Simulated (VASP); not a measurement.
# ZrB (Fm-3m) in VASP: further runs

The runs below take ZrB through vibrations by perturbation theory, elastic constants, with PBEsol.

Program: VASP 6.6.1. These are calculated values, not measurements. Logs are shortened: lines on timing, memory, paths and dates and some standing lists are left out, and cuts for length are marked.

## 1. The cell of the first run

The structure is cubic, space group Fm-3m (No. 225). The conventional cell has a = 4.650 Å, b = 4.650 Å, c = 4.650 Å, α = 90.00°, β = 90.00°, γ = 90.00°. Within 3.1 Å of Zr (site symmetry m-3m) lie 6 B at 2.33 Å. Within 3.1 Å of B (site symmetry m-3m) lie 6 Zr at 2.33 Å.

## 2. Vibrations by perturbation theory, PBEsol

Contents of INCAR:

```
SYSTEM = ZrB
PREC     = Accurate       ! precision mode
ENCUT    = 500            ! plane-wave cutoff, eV
EDIFF    = 1E-8           ! SCF threshold, eV
ISMEAR   = -1             ! smearing method
SIGMA    = 0.05           ! smearing width, eV
LREAL    = .False.        ! projectors in reciprocal space
LASPH    = .True.         ! aspherical terms in the spheres
NELM     = 120            ! most SCF steps
ALGO     = Normal         ! electronic algorithm
ISIF     = 2              ! what is computed and relaxed
LWAVE    = .False.        ! write WAVECAR
LCHARG   = .True.         ! write CHGCAR
GGA      = PS             ! functional
IBRION   = 8              ! ionic algorithm
NSW      = 1              ! ionic steps
GGA_COMPAT= .False.
```

Contents of KPOINTS:

```
regular mesh
0
Gamma
  7 7 7
  0 0 0
```

Contents of POSCAR:

```
ZrB
1.0
    0.0000000000      2.3250000000      2.3250000000
    2.3250000000      0.0000000000      2.3250000000
    2.3250000000      2.3250000000      0.0000000000
Zr B
1 1
Direct
    0.0000000000      0.0000000000      0.0000000000
    0.5000000000      0.5000000000      0.5000000000
```

Potentials or basis: VASP PAW PBE potentials, release 64 (Zr_sv, B).

Launch:

```console
$ cat potpaw_PBE.64/Zr_sv/POTCAR potpaw_PBE.64/B/POTCAR > POTCAR
$ mpirun -np 1 vasp_std > vasp.out
```

OUTCAR:

```text
SYSTEM = ZrB
   PREC = Accurate
   ENCUT = 500
   EDIFF = 1E-8
   ISMEAR = -1
   LREAL = .False.
   LASPH = .True.
   NELM = 120
   ISIF = 2
   GGA = PS
   IBRION = 8
   NSW = 1

 ion  position               nearest neighbor table
   1  0.000  0.000  0.000-   2 2.33   2 2.33   2 2.33   2 2.33   2 2.33   2 2.33
   2  0.500  0.500  0.500-   1 2.33   1 2.33   1 2.33   1 2.33   1 2.33   1 2.33

  LATTYP: Found a face centered cubic cell.
 ALAT       =     4.6500000000

  Lattice vectors:

 A1 = (   0.0000000000,   2.3250000000,   2.3250000000)
 A2 = (   2.3250000000,   0.0000000000,   2.3250000000)
 A3 = (   2.3250000000,   2.3250000000,   0.0000000000)

Analysis of symmetry for initial positions (statically):
=====================================================================
 Subroutine PRICEL returns:
 Original cell was already a primitive cell.

 Routine SETGRP: Setting up the symmetry group for a
 face centered cubic supercell.

 Subroutine GETGRP returns: Found 48 space group operations
 (whereof 48 operations were pure point group operations)
 out of a pool of 48 trial point group operations.

The static configuration has the point symmetry O_h .

Analysis of symmetry for dynamics (positions and initial velocities):
=====================================================================
 Subroutine PRICEL returns:
 Original cell was already a primitive cell.

 Routine SETGRP: Setting up the symmetry group for a
 face centered cubic supercell.

 Subroutine GETGRP returns: Found 48 space group operations
 (whereof 48 operations were pure point group operations)
 out of a pool of 48 trial point group operations.

The dynamic configuration has the point symmetry O_h .

 Subroutine INISYM returns: Found 48 space group operations
 (whereof 48 operations are pure point group operations),
 and found     1 'primitive' translations

[... 433 lines left out ...]
  external PRESSURE =     295.2489747 kB  Pullay stress =       0.0000000 kB

 VOLUME and BASIS-vectors are now :
 -----------------------------------------------------------------------------
  energy-cutoff  :      500.00
  volume of cell :       25.14
      direct lattice vectors                 reciprocal lattice vectors
     0.000000000  2.325000000  2.325000000    -0.215053763  0.215053763  0.215053763
     2.325000000  0.000000000  2.325000000     0.215053763 -0.215053763  0.215053763
     2.325000000  2.325000000  0.000000000     0.215053763  0.215053763 -0.215053763

 POSITION                                       TOTAL-FORCE (eV/Angst)
 -----------------------------------------------------------------------------------
      0.00000      0.00000      0.00000         0.000000      0.000000      0.000000
      2.32500      2.32500      2.32500         0.000000      0.000000      0.000000
 -----------------------------------------------------------------------------------
    total drift:                                0.000000     -0.000000     -0.000000

  FREE ENERGIE OF THE ION-ELECTRON SYSTEM (eV)
  ---------------------------------------------------
  free  energy   TOTEN  =       -16.6101740783 eV

  energy  without entropy=      -16.5953121357  energy(sigma->0) =      -16.60274311

[... ionic steps 2 to 3 ...]

--------------------------------------- Ionic step        4  -------------------------------------------

------------------------ aborting loop because EDIFF is reached ----------------------------------------

[... ionic steps 5 to 6 ...]

--------------------------------------- Ionic step        7  -------------------------------------------

 Free energy of the ion-electron system (eV)
  ---------------------------------------------------
  ---------------------------------------------------
  free energy    TOTEN  =        -0.04212067 eV

  energy without entropy =       -0.04212067

------------------------ aborting loop because EDIFF is reached ----------------------------------------

 INTERNAL STRAIN TENSOR  FOR ION    2  DIRECTION 1   (eV/Angst):
 -----------------------------------------------------------------------------
     0.01061 -0.00000  0.00000
    -0.00000 -0.00950  0.00000
     0.00000  0.00000 -0.00950

 INTERNAL STRAIN TENSOR FOR ION    2 for displacements in x,y,z  (eV/Angst):
          X           Y           Z          XY          YZ          ZX
  --------------------------------------------------------------------------------
  x     0.00000     0.00000     0.00000     0.00000     0.00000     0.00000
  y     0.00000     0.00000     0.00000     0.00000     0.00000     0.00000
  z     0.00000     0.00000     0.00000     0.00000     0.00000     0.00000

 SECOND DERIVATIVES (NOT SYMMETRIZED)
 ------------------------------------
               1X          1Y          1Z          2X          2Y          2Z
  1X    -9.501927    0.000000    0.000000    9.501927    0.000000    0.000000
  1Y     0.000000   -9.501927    0.000000    0.000000    9.501927    0.000000
  1Z     0.000000    0.000000   -9.501927    0.000000    0.000000    9.501927
  2X     9.499792    0.000000    0.000000   -9.499792    0.000000    0.000000
  2Y     0.000000    9.499792    0.000000    0.000000   -9.499792    0.000000
  2Z     0.000000    0.000000    9.499792    0.000000    0.000000   -9.499792

 Eigenvectors and eigenvalues of the dynamical matrix
 ----------------------------------------------------

   1 f  =   15.498870 THz    97.382272 2PiTHz  516.986651 cm-1    64.098147 meV
             X         Y         Z           dx          dy          dz
      0.000000  0.000000  0.000000     0.000000    0.325538   -0.000000
      2.325000  2.325000  2.325000     0.000000   -0.945529   -0.000000
[... 21 lines left out ...]
   6 f/i=    0.000536 THz     0.003368 2PiTHz    0.017878 cm-1     0.002217 meV
             X         Y         Z           dx          dy          dz
      0.000000  0.000000  0.000000    -0.832739   -0.176989    0.411394
      2.325000  2.325000  2.325000    -0.286706   -0.060936    0.141640

--------------------------------------------------------------------------------------------------------

 ELASTIC MODULI CONTR FROM IONIC RELAXATION (kBar)
 Direction    XX          YY          ZZ          XY          YZ          ZX
 --------------------------------------------------------------------------------
 XX           0.0000      0.0000      0.0000      0.0000      0.0000      0.0000
 YY           0.0000      0.0000      0.0000      0.0000      0.0000      0.0000
 ZZ           0.0000      0.0000      0.0000      0.0000      0.0000      0.0000
 XY           0.0000      0.0000      0.0000      0.0000      0.0000      0.0000
 YZ           0.0000      0.0000      0.0000      0.0000      0.0000      0.0000
 ZX           0.0000      0.0000      0.0000      0.0000      0.0000      0.0000
 --------------------------------------------------------------------------------
```

It took 60 s on 1 thread of Intel Xeon Platinum 8259CL at 2.50GHz (Skylake/Cascade Lake), shared host; peak memory 0.16 GiB.

Results:

```yaml
Highest_phonon_frequency_at_Γ_LO-TO_splitting_left_out: 517 cm⁻¹
```

Phonon frequencies in cm⁻¹ (negative: imaginary):
```
              q point        frequencies
(0.000, 0.000, 0.000)  0 0 0 517 517 517
```

Caveat: the cell wasn't relaxed at this level first, which shifts response properties; the PAW data sets were made with another functional, which shifts forces and pressure a little.

## 3. Elastic constants, PBEsol

Contents of INCAR:

```
SYSTEM = ZrB
PREC = Accurate
ENCUT = 500
EDIFF = 1E-8
ISMEAR = -1
SIGMA = 0.05
LREAL = .FALSE.
LASPH = .TRUE.
NELM = 120
ALGO = Normal
ISIF = 3
LWAVE = .FALSE.
LCHARG = .TRUE.
GGA = PS
NBANDS = 14
IBRION = 6
NFREE = 2
POTIM = 0.015
NSW = 1
GGA_COMPAT = .FALSE.
```

Contents of KPOINTS:

```
regular mesh
0
G
  7 7 7
  0 0 0
```

POSCAR is that of step 2.

Potentials or basis: VASP PAW PBE potentials, release 64 (Zr_sv, B).

Launch:

```console
$ cat potpaw_PBE.64/Zr_sv/POTCAR potpaw_PBE.64/B/POTCAR > POTCAR
$ mpirun -np 1 vasp_std > vasp.out
```

Wall time 2.7 min (1 thread of Intel Xeon Platinum 8259CL at 2.50GHz (Skylake/Cascade Lake), shared host); peak memory 0.19 GiB.

The run converged. Its results:

| Item | Value |
| --- | --- |
| Elastic constants C11, C12, C44 | 567, 83, 11 GPa |
| Voigt bulk modulus | 244 GPa |
| Highest phonon frequency at Γ, LO-TO splitting left out | 517 cm⁻¹ |

Phonon frequencies in cm⁻¹ (negative: imaginary):
| q point | frequencies |
| --- | --- |
| (0.000, 0.000, 0.000) | 0 0 0 517 517 517 |

Elastic tensor in Voigt notation (GPa, in the Cartesian axes of the cell as first typed):
```
567  83  83   0   0   0
 83 567  83   0   0   0
 83  83 567   0   0   0
  0   0   0  11   0   0
  0   0   0   0  11   0
  0   0   0   0   0  11
```

Clamped-ion elastic tensor (GPa):
```
567  83  83   0   0   0
 83 567  83   0   0   0
 83  83 567   0   0   0
  0   0   0  11   0   0
  0   0   0   0  11   0
  0   0   0   0   0  11
```

Caveat: the cell is under stress, which shifts elastic constants; the PAW data sets were made with another functional, which shifts forces and pressure a little.
